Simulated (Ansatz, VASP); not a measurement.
# Two plane-wave programs on CuO

```
CELL_PARAMETERS angstrom
2.33660 -1.73850 0.00000
2.33660 1.73850 0.00000
-0.76216 0.00000 5.06194
ATOMIC_POSITIONS crystal
Cu 0.00000 0.50000 0.00000
Cu 0.50000 0.00000 0.50000
O 0.54830 0.45170 0.25000
O 0.45170 0.54830 0.75000
```

Alike in both runs: task single point; functional PBE; k mesh 7 × 7 × 4; occupations fermi-dirac, width 0.03 eV; collinear spin.

|  | VASP | Ansatz |
| --- | --- | --- |
| version | VASP 6.6.1 | Ansatz 0.2.0 |
| potentials or method | VASP PAW PBE potentials, release 64 (Cu, O), cutoff 520 eV | PAW, plane waves, scalar-relativistic |
| valence electrons in the cell | 34 | 50 |

|  | VASP | Ansatz | Ansatz less VASP |
| --- | --- | --- | --- |
| pressure (GPa) | 7.8 | 7.1 | -0.72 |
| traceless stress, the component that is largest in VASP (GPa) | 2.44 | 2.25 | -0.182 |
| rms of the force components (eV/Å) | 0.085 | 0.066 | -0.0196 |
| net moment per atom (μB) | 0.00 | 0.00 | 0.000 |

Atom by atom the forces differ by 0.020 eV/Å (rms over components). VASP's potentials hold 34 valence electrons a cell and Ansatz's 50, so a difference there can come from the potentials and not from the codes. Ansatz's warnings: no starting moments.
